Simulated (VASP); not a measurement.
# BN (P6_3mc) in VASP: further runs, part 3 of 4

VASP 6.6.1. The steps go on from the part before.

**4. Single point, r2SCAN**

This run uses another cell than the first one, of 5.90 Å³/atom, 1.064 times its volume.

File POSCAR:

```
BN
1.0
    2.5439665229      0.0000000000      0.0000000000
   -1.2719832615      2.2031396352      0.0000000000
    0.0000000000      0.0000000000      4.2077449343
B N
2 2
Direct
    0.6666666667      0.3333333333      0.9997995910
    0.3333333333      0.6666666667      0.4997995910
    0.6666666667      0.3333333333      0.6252004090
    0.3333333333      0.6666666667      0.1252004090
```

File INCAR.step1:

```
PREC     = Accurate       # precision mode
ENCUT    = 520            # plane-wave cutoff, eV
ISMEAR   = 0              # smearing method
SIGMA    = 0.02           # smearing width, eV
LREAL    = False          # projectors in reciprocal space
LASPH    = True           # aspherical terms in the spheres
NELM     = 80             # most SCF steps
NBANDS   = 16             # bands
GGA      = PE             # functional
ALGO     = Normal         # electronic algorithm
EDIFF    = 1E-4           # SCF threshold, eV
LWAVE    = True           # write WAVECAR
LCHARG   = False          # write CHGCAR
```

File INCAR.step2:

```
PREC     = Accurate       # precision mode
ENCUT    = 520            # plane-wave cutoff, eV
EDIFF    = 1E-6           # SCF threshold, eV
ISMEAR   = 0              # smearing method
SIGMA    = 0.02           # smearing width, eV
LREAL    = False          # projectors in reciprocal space
LASPH    = True           # aspherical terms in the spheres
NELM     = 80             # most SCF steps
ALGO     = Normal         # electronic algorithm
ISIF     = 2              # what is computed and relaxed
LWAVE    = False          # write WAVECAR
LCHARG   = True           # write CHGCAR
METAGGA  = R2SCAN         # meta-GGA
LMIXTAU  = True         
LELF     = True           # ELF
LVHAR    = True         
NBANDS   = 16             # bands
ISTART   = 1
```

File KPOINTS:

```
Automatic mesh
0
Gamma
  12 12 6
```

Potentials or basis: VASP PAW PBE potentials, release 64 (B, N).

Started as:

```
cat potpaw_PBE.64/B/POTCAR potpaw_PBE.64/N/POTCAR > POTCAR
cp INCAR.step1 INCAR
mpirun -np 1 vasp_std > vasp.out
cp INCAR.step2 INCAR
mpirun -np 1 vasp_std > vasp.out
```

OUTCAR:

```text
PREC = Accurate
   ENCUT = 520
   EDIFF = 1E-6
   ISMEAR = 0
   LREAL = False
   LASPH = True
   NELM = 80
   ISIF = 2
   METAGGA = R2SCAN
   ISTART = 1

 ion  position               nearest neighbor table
   1  0.667  0.333  1.000-   4 1.56   4 1.56   4 1.56   3 1.58
   2  0.333  0.667  0.500-   3 1.56   3 1.56   3 1.56   4 1.58
   3  0.667  0.333  0.625-   2 1.56   2 1.56   2 1.56   1 1.58
   4  0.333  0.667  0.125-   1 1.56   1 1.56   1 1.56   2 1.58

  LATTYP: Found a hexagonal cell.
 ALAT       =     2.5439665229
 C/A-ratio  =     1.6540095541

  Lattice vectors:

 A1 = (   2.5439665229,   0.0000000000,   0.0000000000)
 A2 = (  -1.2719832615,   2.2031396352,   0.0000000000)
 A3 = (   0.0000000000,   0.0000000000,   4.2077449343)

Analysis of symmetry for initial positions (statically):
=====================================================================
 Subroutine PRICEL returns:
 Original cell was already a primitive cell.

 Routine SETGRP: Setting up the symmetry group for a
 hexagonal supercell.

 Subroutine GETGRP returns: Found 12 space group operations
 (whereof  6 operations were pure point group operations)
 out of a pool of 24 trial point group operations.

The static configuration has the point symmetry C_3v.
 The point group associated with its full space group is C_6v.

Analysis of symmetry for dynamics (positions and initial velocities):
=====================================================================
 Subroutine PRICEL returns:
 Original cell was already a primitive cell.

 Routine SETGRP: Setting up the symmetry group for a
 hexagonal supercell.

 Subroutine GETGRP returns: Found 12 space group operations
 (whereof  6 operations were pure point group operations)
 out of a pool of 24 trial point group operations.

The dynamic configuration has the point symmetry C_3v.
 The point group associated with its full space group is C_6v.

 Subroutine INISYM returns: Found 12 space group operations
 (whereof  6 operations are pure point group operations),
 and found     1 'primitive' translations

----------------------------------------------------------------------------------------

                                     Primitive cell

  volume of cell :      23.5832

  direct lattice vectors                    reciprocal lattice vectors
     2.543966523  0.000000000  0.000000000     0.393086934  0.226948847  0.000000000
    -1.271983261  2.203139635  0.000000000     0.000000000  0.453897694  0.000000000
     0.000000000  0.000000000  4.207744934     0.000000000  0.000000000  0.237656991

  length of vectors
     2.543966523  2.543966523  4.207744934     0.453897694  0.453897694  0.237656991

  position of ions in fractional coordinates (direct lattice)
     0.666666667  0.333333333  0.999799591
     0.333333333  0.666666667  0.499799591
     0.666666667  0.333333333  0.625200409
     0.333333333  0.666666667  0.125200409

  ion indices of the primitive-cell ions
   primitive index   ion index
                 1           1
                 2           2
                 3           3
                 4           4

----------------------------------------------------------------------------------------

 KPOINTS: Automatic mesh

Automatic generation of k-mesh.
 Grid dimensions read from file:
 generate k-points for:   12   12    6

 Generating k-lattice:

  Cartesian coordinates                     Fractional coordinates (reciprocal lattice)
     0.032757244  0.018912404  0.000000000     0.083333333  0.000000000  0.000000000
     0.000000000  0.037824808  0.000000000     0.000000000  0.083333333  0.000000000
     0.000000000  0.000000000  0.039609499     0.000000000  0.000000000  0.166666667

  Length of vectors
     0.037824808  0.037824808  0.039609499

  Shift w.r.t. Gamma in fractional coordinates (k-lattice)
     0.000000000  0.000000000  0.000000000

 Subroutine IBZKPT returns following result:
 ===========================================

 Found     76 irreducible k-points:

 Following reciprocal coordinates:
            Coordinates               Weight
  0.000000  0.000000  0.000000      1.000000
  0.083333 -0.000000  0.000000      6.000000
  0.166667  0.000000  0.000000      6.000000
  0.250000  0.000000  0.000000      6.000000
  0.333333 -0.000000  0.000000      6.000000
  0.416667  0.000000  0.000000      6.000000
[... 16 lines left out ...]
  0.250000  0.000000  0.166667     12.000000
  0.333333 -0.000000  0.166667     12.000000
 [... further k-points ...]
   k-points           NKPTS =     76   k-points in BZ     NKDIM =     76   number of bands    NBANDS=     16
   number of dos      NEDOS =    301   number of ions     NIONS =      4
   total plane-waves  NPLWV =  12800
   dimension x,y,z NGX =    20 NGY =   20 NGZ =   32
   dimension x,y,z NGXF=    40 NGYF=   40 NGZF=   64
   ions per type =               2   2
   NGX,Y,Z   is equivalent  to a cutoff of  13.07, 13.07, 12.64 a.u.
   NGXF,Y,Z  is equivalent  to a cutoff of  26.14, 26.14, 25.29 a.u.
 SYSTEM =  unknown system
   PREC   = accura    normal or accurate (medium, high low for compatibility)
   ISTART =      1    job   : 0-new  1-cont  2-samecut
   ICHARG =      0    charge: 1-file 2-atom 10-const
   ISPIN  =      1    spin polarized calculation?
   LNONCOLLINEAR =      F non collinear calculations
   LSORBIT =      F    spin-orbit coupling
   LASPH  =      T    aspherical Exc in radial PAW
   ENCUT  =  520.0 eV  38.22 Ry    6.18 a.u.   4.73  4.73  7.82*2*pi/ulx,y,z
   NELM   =     80;   NELMIN=  2; NELMDL=  0     # of ELM steps
   EDIFF  = 0.1E-05   stopping-criterion for ELM
   LREAL  =      F    real-space projection
   EDIFFG = 0.1E-04   stopping-criterion for IOM
   NSW    =      0    number of steps for IOM
   IBRION =     -1    ionic relax: 0-MD 1-quasi-New 2-CG
   NFREE  =      0    steps in history (QN), initial steepest desc. (CG)
   ISIF   =      2    stress and relaxation
   ISYM   =      2    0-nonsym 1-usesym 2-fastsym
   POTIM  = 0.5000    time-step for ionic-motion
   TEBEG  =    0.0;   TEEND  =   0.0 temperature during run
   PSTRESS=    0.0 pullay stress
   NELECT =      16.0000    total number of electrons
   NUPDOWN=      -1.0000    fix difference up-down
   EMIN   =  10.00;   EMAX   =-10.00  energy-range for DOS
   EFERMI =   0.00;   METHOD = LEGACY
   ISMEAR =     0;   SIGMA  =   0.02  broadening in eV -4-tet -1-fermi 0-gaus
   EFERMI_NEDOS =   21; number of points for ismear=-14 and -15
   IALGO  =     38    algorithm
   IMIX   =      4    mixing-type and parameters
     AMIX     =   0.40;   BMIX     =  1.00
     AMIX_MAG =   1.60;   BMIX_MAG =  1.00
  volume/ion in A,a.u.               =       5.90        39.79
  Fermi-wavevector in a.u.,A,eV,Ry     =   1.438513  2.718396 28.154815  2.069321
  Thomas-Fermi vector in A             =   2.557472
   LORBIT       =      0    0 simple, 1 ext, 2 COOP (PROOUT), +10 PAW based schemes
   METAGGA = R2SCAN    functional components
   LHFCALC =     F    Hartree Fock is set to
   AEXX    =    0.0000 exact exchange contribution
   IVDW    =     0    specifies the selected vdW correction
   LEPSILON=     F    determine dielectric tensor
   LRPA    =     F    only Hartree local field effects (RPA)
 non-spin polarized calculation
 Gauss-broadening in eV      SIGMA  =   0.02
  energy-cutoff  :      520.00
  volume of cell :       23.58
 maximum number of plane-waves:       652
 NGX is ok and might be reduce to    20
   NGX =  9   NGY =  9   NGZ = 15

 number of electron      16.0000000 magnetization

 Free energy of the ion-electron system (eV)
  ---------------------------------------------------
  ext. energy  EPLUGINS =         0.00000000
  ---------------------------------------------------
  free energy    TOTEN  =       -38.26618370 eV

  energy without entropy =      -38.26618370  energy(sigma->0) =      -38.26618370

 E-fermi :   7.6251     XC(G=0): -13.6454

 val. band max:        7.4267042910   @ k =   0.0000   0.0000   0.0000
 cond. band min:      13.1455000539   @ k =   0.3333   0.3333   0.0000
 fundamental gap:      5.7187957629
 Fermi energy:         7.6251154132

 k-point     1 :       0.0000    0.0000    0.0000
  band No.  band energies     occupation
      1     -14.0657      2.00000
      2      -9.8249      2.00000
      3      -3.9044      2.00000
      4       5.2168      2.00000
      5       5.2168      2.00000
      6       7.1566      2.00000
[... 433 lines left out ...]
      3      -1.7566      2.00000
      4      -0.2393      2.00000
      5       1.1623      2.00000
      6       2.9534      2.00000
[... 8 lines left out ...]
     15      24.6528      0.00000
     16      24.9276      0.00000

 [... further k-points ...]
[... 5 lines left out ...]
  --------------------------------------------------------------------------------------
  -------------------------------------------------------------------------------------
  Total        0.1645353      0.1645353      0.1638874     -0.0000000      0.0000000      0.0000000
  in kB       11.1780737     11.1780737     11.1340528     -0.0000000      0.0000000      0.0000000
  external PRESSURE =      11.1634000 kB  Pullay stress =       0.0000000 kB

 VOLUME and BASIS-vectors are now :
 -----------------------------------------------------------------------------
  energy-cutoff  :      520.00
  volume of cell :       23.58
      direct lattice vectors                 reciprocal lattice vectors
     2.543966523  0.000000000  0.000000000     0.393086934  0.226948847  0.000000000
    -1.271983261  2.203139635  0.000000000     0.000000000  0.453897694  0.000000000
     0.000000000  0.000000000  4.207744934     0.000000000  0.000000000  0.237656991

 POSITION                                       TOTAL-FORCE (eV/Angst)
 -----------------------------------------------------------------------------------
      1.27198      0.73438      4.20690         0.000000      0.000000     -0.003102
     -0.00000      1.46876      2.10303         0.000000      0.000000     -0.003102
      1.27198      0.73438      2.63068        -0.000000      0.000000      0.003102
     -0.00000      1.46876      0.52681         0.000000     -0.000000      0.003102
 -----------------------------------------------------------------------------------
    total drift:                                0.000000      0.000000      0.002258

  FREE ENERGIE OF THE ION-ELECTRON SYSTEM (eV)
  ---------------------------------------------------
  free  energy   TOTEN  =       -38.2661836995 eV

  energy  without entropy=      -38.2661836995  energy(sigma->0) =      -38.26618370
```

Run time: 78 s. Hardware: 1 thread of Intel Xeon 6975P-C (Granite Rapids), shared host; peak memory 0.15 GiB.

Results:

```yaml
Free_energy: -38.2662 eV
Pressure: 1.1 GPa
Largest_force: 0.003 eV/Å
Band_gap_on_the_k_mesh: 5.72 eV, indirect (least direct gap 8.98 eV)
```

Forces in eV/Å, atoms in the order of the input:
```
B    0.000  0.000 -0.003
B    0.000  0.000 -0.003
N    0.000  0.000  0.003
N    0.000  0.000  0.003
```

Levels at points of the mesh, in eV from the valence-band top:
| k point | band 5 | band 6 | band 7 | band 8 | band 9 | band 10 | band 11 | band 12 |
| --- | --- | --- | --- | --- | --- | --- | --- | --- |
| (0.00, 0.00, 0.00) | -2.21 | -0.27 | 0.00 | 0.00 | 9.08 | 9.08 | 9.31 | 10.22 |
| (0.50, 0.00, 0.00) | -7.21 | -5.19 | -4.53 | -2.20 | 7.30 | 8.60 | 11.38 | 12.23 |
| (0.00, 0.00, 0.50) | -1.22 | -1.22 | -1.22 | -1.22 | 10.25 | 10.25 | 10.69 | 10.69 |
| (0.50, 0.00, 0.50) | -3.92 | -3.92 | -3.73 | -3.73 | 7.20 | 7.20 | 10.72 | 10.72 |

Caveat: the PAW data sets were made with another functional, which shifts forces and pressure a little.

(Continued in part 4 of 4.)
